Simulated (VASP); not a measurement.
# MgZnO4 (P4/mmm) in VASP: a series of runs

The runs below take MgZnO4 through relaxation of cell and atoms, single point, with PBE.

Everything below comes from runs of VASP 6.6.1. Logs are shortened: lines on timing, memory, paths and dates and some standing lists are left out, and cuts for length are marked.

### 1 The cell of the first run

The structure is tetragonal, space group P4/mmm (No. 123). Conventional cell: a = 3.252 Å, b = 3.252 Å, c = 5.486 Å, α = 90.00°, β = 90.00°, γ = 90.00°. Within 2.9 Å of Mg (site symmetry 4/mmm) lie 10 O at 2.19 to 2.37 Å. Zn (site symmetry 4/mmm) has 10 O at 2.18 to 2.37 Å within 2.9 Å. O (site symmetry 4mm) has 1 O at 1.11 Å within 1.5 Å. Within 1.5 Å of O (site symmetry 4mm) lie 1 O at 1.12 Å.

The cell was generated, and may not be a known phase.

### 2 Relaxation of cell and atoms, PBE

Contents of INCAR:

```
SYSTEM = MgZnO4
PREC     = Accurate       ! precision mode
ENCUT    = 600            ! plane-wave cutoff, eV
EDIFF    = 1E-7           ! SCF threshold, eV
ISMEAR   = 0              ! smearing method
SIGMA    = 0.1            ! smearing width, eV
LREAL    = .False.        ! projectors in reciprocal space
LASPH    = .True.         ! aspherical terms in the spheres
NELM     = 80             ! most SCF steps
ALGO     = Normal         ! electronic algorithm
ISIF     = 3              ! what is computed and relaxed
LWAVE    = .False.        ! write WAVECAR
LCHARG   = .False.        ! write CHGCAR
GGA      = PE             ! functional
IBRION   = 2              ! ionic algorithm
NSW      = 90             ! ionic steps
EDIFFG   = -0.04          ! ionic threshold
```

Contents of KPOINTS:

```
Automatic mesh
0
Gamma
  6 6 4
  0 0 0
```

Contents of POSCAR:

```
MgZnO4
1.0
    3.2515632500      0.0000000000      0.0000000000
    0.0000000000      3.2515632500      0.0000000000
    0.0000000000      0.0000000000      5.4857268000
Mg Zn O
1 1 4
Direct
    0.0000000000      0.0000000000      0.0000000000
    0.5000000000      0.5000000000      0.5000000000
    0.0000000000      0.0000000000      0.6013339800
    0.5000000000      0.5000000000      0.1024750000
    0.5000000000      0.5000000000      0.8975250000
    0.0000000000      0.0000000000      0.3986660200
```

Potentials or basis: VASP PAW PBE potentials, release 64 (Mg, Zn, O).

Run with:

```sh
cat potpaw_PBE.64/Mg/POTCAR potpaw_PBE.64/Zn/POTCAR potpaw_PBE.64/O/POTCAR > POTCAR
mpirun -np 1 vasp_std > vasp.out
```

OUTCAR:

```text
SYSTEM = MgZnO4
   PREC = Accurate
   ENCUT = 600
   EDIFF = 1E-7
   ISMEAR = 0
   LREAL = .False.
   LASPH = .True.
   NELM = 80
   ISIF = 3
   GGA = PE
   IBRION = 2
   NSW = 90
   EDIFFG = -0.04

 ion  position               nearest neighbor table
   1  0.000  0.000  0.000-   3 2.19   6 2.19   5 2.37   4 2.37   4 2.37   5 2.37   4 2.37   5 2.37
                             4 2.37   5 2.37
   2  0.500  0.500  0.500-   4 2.18   5 2.18   3 2.37   6 2.37   3 2.37   6 2.37   3 2.37   6 2.37
                             3 2.37   6 2.37
   3  0.000  0.000  0.601-   6 1.11   1 2.19   2 2.37   2 2.37   2 2.37   2 2.37
   4  0.500  0.500  0.102-   5 1.12   2 2.18   1 2.37   1 2.37   1 2.37   1 2.37
   5  0.500  0.500  0.898-   4 1.12   2 2.18   1 2.37   1 2.37   1 2.37   1 2.37
   6  0.000  0.000  0.399-   3 1.11   1 2.19   2 2.37   2 2.37   2 2.37   2 2.37

  LATTYP: Found a simple tetragonal cell.
 ALAT       =     3.2515632500
 C/A-ratio  =     1.6871044412

  Lattice vectors:

 A1 = (   3.2515632500,   0.0000000000,   0.0000000000)
 A2 = (   0.0000000000,   3.2515632500,   0.0000000000)
 A3 = (   0.0000000000,   0.0000000000,   5.4857268000)

Analysis of symmetry for initial positions (statically):
=====================================================================
 Subroutine PRICEL returns:
 Original cell was already a primitive cell.

 Routine SETGRP: Setting up the symmetry group for a
 simple tetragonal supercell.

 Subroutine GETGRP returns: Found 16 space group operations
 (whereof 16 operations were pure point group operations)
 out of a pool of 16 trial point group operations.

The static configuration has the point symmetry D_4h.

Analysis of symmetry for dynamics (positions and initial velocities):
=====================================================================
 Subroutine PRICEL returns:
 Original cell was already a primitive cell.

 Routine SETGRP: Setting up the symmetry group for a
 simple tetragonal supercell.

 Subroutine GETGRP returns: Found 16 space group operations
 (whereof 16 operations were pure point group operations)
 out of a pool of 16 trial point group operations.

The dynamic configuration has the point symmetry D_4h.

 Subroutine INISYM returns: Found 16 space group operations
 (whereof 16 operations are pure point group operations),
 and found     1 'primitive' translations

----------------------------------------------------------------------------------------

                                     Primitive cell

  volume of cell :      57.9987

  direct lattice vectors                    reciprocal lattice vectors
     3.251563250  0.000000000  0.000000000     0.307544379  0.000000000  0.000000000
     0.000000000  3.251563250  0.000000000     0.000000000  0.307544379  0.000000000
     0.000000000  0.000000000  5.485726800     0.000000000  0.000000000  0.182291251

  length of vectors
     3.251563250  3.251563250  5.485726800     0.307544379  0.307544379  0.182291251

  position of ions in fractional coordinates (direct lattice)
     0.000000000  0.000000000  0.000000000
     0.500000000  0.500000000  0.500000000
     0.000000000  0.000000000  0.601333980
     0.500000000  0.500000000  0.102475000
     0.500000000  0.500000000  0.897525000
     0.000000000  0.000000000  0.398666020

  ion indices of the primitive-cell ions
   primitive index   ion index
                 1           1
                 2           2
                 3           3
                 4           4
                 5           5
                 6           6

----------------------------------------------------------------------------------------

 KPOINTS: Automatic mesh

Automatic generation of k-mesh.
 Grid dimensions read from file:
 generate k-points for:    6    6    4

 Generating k-lattice:

  Cartesian coordinates                     Fractional coordinates (reciprocal lattice)
     0.051257396  0.000000000  0.000000000     0.166666667  0.000000000  0.000000000
     0.000000000  0.051257396  0.000000000     0.000000000  0.166666667  0.000000000
[... 47 lines left out ...]
   EFERMI =   0.00;   METHOD = LEGACY
   ISMEAR =     0;   SIGMA  =   0.10  broadening in eV -4-tet -1-fermi 0-gaus
   EFERMI_NEDOS =   21; number of points for ismear=-14 and -15
   IALGO  =     38    algorithm
   IMIX   =      4    mixing-type and parameters
     AMIX     =   0.40;   BMIX     =  1.00
     AMIX_MAG =   1.60;   BMIX_MAG =  1.00
  volume/ion in A,a.u.               =       9.67        65.23
  Fermi-wavevector in a.u.,A,eV,Ry     =   1.421881  2.686965 27.507508  2.021745
  Thomas-Fermi vector in A             =   2.542644
   LORBIT       =      0    0 simple, 1 ext, 2 COOP (PROOUT), +10 PAW based schemes
   GGA     = PE    functional components
   LHFCALC =     F    Hartree Fock is set to
   AEXX    =    0.0000 exact exchange contribution
   IVDW    =     0    specifies the selected vdW correction
   LEPSILON=     F    determine dielectric tensor
   LRPA    =     F    only Hartree local field effects (RPA)
 conjugate gradient relaxation of ions
 non-spin polarized calculation
 Gauss-broadening in eV      SIGMA  =   0.10
  energy-cutoff  :      600.00
  volume of cell :       58.00
 maximum number of plane-waves:      1966
 NGX is ok and might be reduce to    28
   NGX = 13   NGY = 13   NGZ = 21

--------------------------------------- Ionic step        1  -------------------------------------------

 number of electron      38.0000011 magnetization

 Free energy of the ion-electron system (eV)
  ---------------------------------------------------
  ext. energy  EPLUGINS =         0.00000000
  ---------------------------------------------------
  free energy    TOTEN  =       -17.06240517 eV

  energy without entropy =      -17.05013056  energy(sigma->0) =      -17.05626787

------------------------ aborting loop because EDIFF is reached ----------------------------------------

  FORCE on cell =-STRESS in cart. coord.  units (eV):
  Direction    XX          YY          ZZ          XY          YZ          ZX
  --------------------------------------------------------------------------------------
  -------------------------------------------------------------------------------------
  Total        1.1408241      1.1408241     67.0247294      0.0000000      0.0000000      0.0000000
  in kB       31.5145178     31.5145178   1851.5142694      0.0000000      0.0000000      0.0000000
  external PRESSURE =     638.1811017 kB  Pullay stress =       0.0000000 kB
[... 1368 lines left out ...]
     22      10.4275      0.00000
     23      11.0457      0.00000

 [... further k-points ...]

[... ionic steps 4 to 41 ...]

--------------------------------------- Ionic step       42  -------------------------------------------

 number of electron      38.0000019 magnetization

------------------------ aborting loop because EDIFF is reached ----------------------------------------

  FORCE on cell =-STRESS in cart. coord.  units (eV):
  Direction    XX          YY          ZZ          XY          YZ          ZX
  --------------------------------------------------------------------------------------
  -------------------------------------------------------------------------------------
  Total        0.1732517      0.1732517     -0.7877412      0.0000000     -0.0000000     -0.0000000
  in kB        4.3977323      4.3977323    -19.9956191      0.0000000     -0.0000000     -0.0000000
  external PRESSURE =      -3.7333848 kB  Pullay stress =       0.0000000 kB
[... 65 lines left out ...]
  energy  without entropy=      -27.0072512548  energy(sigma->0) =      -27.00725126

--------------------------------------- Ionic step       44  -------------------------------------------

 number of electron      38.0000017 magnetization

 Free energy of the ion-electron system (eV)
  ---------------------------------------------------
  ext. energy  EPLUGINS =         0.00000000
  ---------------------------------------------------
  free energy    TOTEN  =       -27.00757293 eV

  energy without entropy =      -27.00757292  energy(sigma->0) =      -27.00757293

 E-fermi :   2.8661     XC(G=0): -10.7280

 val. band max:        2.4913511073   @ k =   0.5000   0.0000   0.0000
 cond. band min:       3.2116923572   @ k =   0.0000   0.0000   0.5000
 fundamental gap:      0.7203412500
 Fermi energy:         2.8660769080

 k-point     1 :       0.0000    0.0000    0.0000
  band No.  band energies     occupation
      1     -19.0758      2.00000
      2     -18.8246      2.00000
      3     -13.5976      2.00000
      4     -12.5621      2.00000
      5      -4.5634      2.00000
      6      -3.6613      2.00000
[... 648 lines left out ...]
  FREE ENERGIE OF THE ION-ELECTRON SYSTEM (eV)
  ---------------------------------------------------
  free  energy   TOTEN  =       -27.0075729303 eV

  energy  without entropy=      -27.0075729250  energy(sigma->0) =      -27.00757293

 reached required accuracy - stopping structural energy minimisation
```

Wall time 14 min (1 thread of Intel Xeon 6975P-C (Granite Rapids), shared host); peak memory 0.24 GiB.

Results:

```yaml
Free_energy: -27.0076 eV
Relaxed_volume: 10.39 Å³/atom
Relaxed_cell: a = 2.903 Å, b = 2.903 Å, c = 7.401 Å, α = 90.00°, β = 90.00°, γ = 90.00°
Space_group_after_relaxing_to_0.1_Å: P4/mmm (No. 123)
Pressure_after_relaxing: 0.1 GPa
Largest_force_after_relaxing: 0.038 eV/Å
Band_gap_on_the_k_mesh: 0.72 eV (least direct gap 0.92 eV)
```

Forces on the atoms (eV/Å):
```
Mg   0.000  0.000  0.000
Zn   0.000  0.000  0.000
O    0.000  0.000 -0.038
O    0.000  0.000  0.025
O    0.000  0.000 -0.025
O    0.000  0.000  0.038
```

Final structure:
```
Mg Zn O
1.0
     2.90283    0.00000    0.00000
     0.00000    2.90283    0.00000
     0.00000    0.00000    7.40145
Mg Zn O
1 1 4
Direct
  0.00000 0.00000 0.00000
  0.50000 0.50000 0.50000
  0.00000 0.00000 0.60790
  0.50000 0.50000 0.10433
  0.50000 0.50000 0.89567
  0.00000 0.00000 0.39210
```

Caveat: the standard files for N, O and F lose accuracy on very short bonds; a cell axis changed by over 15 % at a fixed basis, so the end point is rough.

### 3 Single point, PBE, collinear spin, ferromagnetic start

Contents of INCAR:

```
ALGO = Normal
EDIFF = 1E-6
ENCUT = 520
GGA = PE
ISIF = 2
ISMEAR = 0
ISPIN = 2
LASPH = True
LCHARG = True
LELF = True
LORBIT = 11
LREAL = False
LVHAR = True
LWAVE = False
MAGMOM = 0 0 1 1 1 1
NBANDS = 32
NELM = 150
PREC = Accurate
SIGMA = 0.1
```

Contents of KPOINTS:

```
k-points
0
Gamma
  6 6 4
```

POSCAR is that of step 2.

Potentials or basis: VASP PAW PBE potentials, release 64 (Mg, Zn, O).

Run with:

```sh
cat potpaw_PBE.64/Mg/POTCAR potpaw_PBE.64/Zn/POTCAR potpaw_PBE.64/O/POTCAR > POTCAR
mpirun -np 1 vasp_std > vasp.out
```

Run time: 42 s. Hardware: 1 thread of Intel Xeon 6975P-C (Granite Rapids), shared host; peak memory 0.23 GiB.

Results (log left out):

```
Free energy                                           : -17.0372 eV
Pressure                                              : 64.0 GPa
Largest force                                         : 30.613 eV/Å
Band gap on the k mesh                                : zero (filled and empty bands overlap)
Net moment                                            : 0.00 μB per cell
Valence electrons inside the program's atomic spheres : Mg 0.21; Zn 10.51; O 5.32, 5.33 (each value once)
```

Forces on the atoms (eV/Å):
```
Mg    0.000   0.000   0.000
Zn    0.000   0.000   0.000
O     0.000   0.000  30.613
O     0.000   0.000  29.210
O     0.000   0.000 -29.210
O     0.000   0.000 -30.613
```

Stress tensor (GPa, compression positive):
```
  3.28   0.00   0.00
  0.00   3.28   0.00
  0.00   0.00 185.57
```

Levels at points of the mesh, in eV from the Fermi level:
Spin up:
```tsv
k point	band 16	band 17	band 18	band 19	band 20	band 21	band 22	band 23
(0.00, 0.00, 0.00)	-1.48	-1.29	-1.29	0.31	0.31	0.92	5.04	5.33
(0.50, 0.00, 0.00)	-1.86	-1.76	-0.61	-0.37	2.30	2.88	3.49	4.78
(0.50, 0.50, 0.00)	-2.67	-2.67	0.15	0.15	0.97	4.01	5.71	5.71
(0.00, 0.00, 0.50)	-1.90	-0.84	-0.84	-0.28	-0.28	0.13	5.67	7.40
(0.50, 0.00, 0.50)	-1.77	-1.47	-0.76	-0.39	1.54	3.34	3.92	3.93
(0.50, 0.50, 0.50)	-1.82	-1.82	-1.00	-1.00	-0.02	3.07	6.67	6.67
```
Spin down:
```
           k point  band 15  band 16  band 17  band 18  band 19  band 20  band 21  band 22  band 23  band 24
(0.00, 0.00, 0.00)    -7.01    -1.48    -1.30    -1.30     0.30     0.30     0.92     5.03     5.33     7.20
(0.50, 0.00, 0.00)    -6.52    -1.86    -1.76    -0.61    -0.37     2.30     2.88     3.49     4.78     7.64
(0.50, 0.50, 0.00)    -7.02    -2.67    -2.67     0.15     0.15     0.97     4.01     5.71     5.71     6.94
(0.00, 0.00, 0.50)    -7.55    -1.90    -0.84    -0.84    -0.28    -0.28     0.13     5.67     7.40     8.06
(0.50, 0.00, 0.50)    -6.69    -1.78    -1.48    -0.77    -0.40     1.54     3.34     3.92     3.93     8.54
(0.50, 0.50, 0.50)    -7.47    -1.82    -1.82    -1.00    -1.00    -0.02     3.07     6.66     6.66     7.37
```

Caveat: the standard files for N, O and F lose accuracy on very short bonds; the stress differs along the axes, from 3 to 186 GPa; forces of over 1 eV/Å act on the atoms, so gaps and moduli don't describe the material at rest.

### 4 Relaxation of cell and atoms, PBE

This run uses another cell than the first one, of 12.22 Å³/atom.

Contents of INCAR:

```
PREC = Accurate
ENCUT = 600
EDIFF = 1E-7
ISMEAR = 0
SIGMA = 0.02
LREAL = F
LASPH = T
NELM = 80
ALGO = Normal
ISIF = 3
LWAVE = F
LCHARG = F
GGA = PE
IBRION = 2
NSW = 100
EDIFFG = -0.01
```

Contents of KPOINTS:

```
Automatic mesh
0
Gamma
  10 10 4
```

Contents of POSCAR:

```
MgZnO4
1.0
    2.8928295334      0.0000000000      0.0000000000
    0.0000000000      2.8928295334      0.0000000000
    0.0000000000      0.0000000000      8.7636464211
Mg Zn O
1 1 4
Direct
    0.0000000000      0.0000000000      0.0000000000
    0.5000000000      0.5000000000      0.5000000000
    0.0000000000      0.0000000000      0.5916349130
    0.5000000000      0.5000000000      0.0889737493
    0.5000000000      0.5000000000      0.9110262507
    0.0000000000      0.0000000000      0.4083650870
```

Run with:

```sh
cat potpaw_PBE.64/Mg/POTCAR potpaw_PBE.64/Zn/POTCAR potpaw_PBE.64/O/POTCAR > POTCAR
mpirun -np 1 vasp_std > vasp.out
```

Run time: 2.7 min. Hardware: 1 thread of Intel Xeon 6975P-C (Granite Rapids), shared host; peak memory 0.29 GiB.

The run converged. Its results:

```
Free energy                           : -27.2832 eV
Relaxed volume                        : 12.23 Å³/atom
Relaxed cell                          : a = 2.892 Å, b = 2.892 Å, c = 8.773 Å, α = 90.00°, β = 90.00°, γ = 90.00°
Space group after relaxing (to 0.1 Å) : P4/mmm (No. 123)
Energy gained by relaxing             : 0.2 meV/atom
Ionic steps                           : 6
Pressure after relaxing               : 0.0 GPa
Largest force after relaxing          : 0.010 eV/Å
Band gap on the k mesh                : 0.90 eV (least direct gap 1.16 eV)
```

Forces on the atoms (eV/Å):
```
Mg   0.000  0.000  0.000
Zn   0.000  0.000  0.000
O    0.000  0.000  0.000
O    0.000  0.000  0.010
O    0.000  0.000 -0.010
O    0.000  0.000  0.000
```

The path:
```csv
step,energy change (eV),largest force (eV/Å),pressure (GPa),volume (Å³)
1,0.0000,0.1335,0.25,73.34
2,0.0014,0.2324,-0.61,73.54
3,-0.0009,0.0135,-0.08,73.42
4,-0.0009,0.0163,-0.07,73.41
5,-0.0009,0.0112,-0.02,73.36
6,-0.0009,0.0098,-0.03,73.37
```

Final structure:
```yaml
crystal:
  lattice:
    - [2.89187, 0.00000, 0.00000]
    - [0.00000, 2.89187, 0.00000]
    - [0.00000, 0.00000, 8.77304]
  atoms:
    - { symbol: Mg, position: [0.00000, 0.00000, 0.00000] }
    - { symbol: Zn, position: [0.50000, 0.50000, 0.50000] }
    - { symbol: O, position: [0.00000, 0.00000, 0.59198] }
    - { symbol: O, position: [0.50000, 0.50000, 0.08921] }
    - { symbol: O, position: [0.50000, 0.50000, 0.91079] }
    - { symbol: O, position: [0.00000, 0.00000, 0.40802] }
```

Levels at points of the mesh, in eV from the valence-band top:
| k point | band 16 | band 17 | band 18 | band 19 | band 20 | band 21 | band 22 | band 23 |
| --- | --- | --- | --- | --- | --- | --- | --- | --- |
| (0.00, 0.00, 0.00) | -0.32 | -0.32 | -0.21 | -0.21 | 1.01 | 1.34 | 3.30 | 4.22 |
| (0.50, 0.00, 0.00) | -2.36 | -1.75 | -0.48 | 0.00 | 2.38 | 3.28 | 7.00 | 7.25 |
| (0.50, 0.50, 0.00) | -1.88 | -1.88 | -1.05 | -1.05 | 2.57 | 3.06 | 3.51 | 6.95 |
| (0.00, 0.00, 0.50) | -0.27 | -0.27 | -0.26 | -0.26 | 0.90 | 1.83 | 2.94 | 4.39 |
| (0.50, 0.00, 0.50) | -2.30 | -1.75 | -0.48 | 0.00 | 2.33 | 3.25 | 7.03 | 7.29 |
| (0.50, 0.50, 0.50) | -1.86 | -1.86 | -1.07 | -1.07 | 2.55 | 2.84 | 3.80 | 7.03 |

A k mesh can miss the band edges.

### 5 Summary

```tsv
task	spin	cell	k mesh	cutoff (eV)	smearing	gap on the mesh (eV)	pressure (GPa)	relaxed volume (Å³/atom)	largest force (eV/Å)
relaxation of cell and atoms	off	relaxed from a = 3.252, b = 3.252, c = 5.486 Å, 6 atoms, atomic positions A	6 × 6 × 4	600	gaussian 0.1 eV	0.72	0.1	10.39	0.04
single point	collinear, ferromagnetic start	a = 3.252, b = 3.252, c = 5.486 Å, 6 atoms, atomic positions A	6 × 6 × 4	520	gaussian 0.1 eV	none	64.0	-	30.61
relaxation of cell and atoms	off	relaxed from a = 2.893, b = 2.893, c = 8.764 Å, 6 atoms, atomic positions B	10 × 10 × 4	600	gaussian 0.02 eV	0.90	0.0	12.23	0.01
```

Alike in all rows: level PBE; potentials or basis VASP PAW PBE potentials, release 64 (Mg, Zn, O).

Caveats: the standard files for N, O and F lose accuracy on very short bonds (at least some runs); a cell axis changed by over 15 % at a fixed basis, so the end point is rough (at least some runs); the stress differs along the axes, from 3 to 186 GPa (at least some runs); forces of over 1 eV/Å act on the atoms, so gaps and moduli don't describe the material at rest (at least some runs).

Absolute energies hang on the potentials; compare differences alone.

The gap in the log of VASP goes by the Fermi energy; the results here count the filled bands.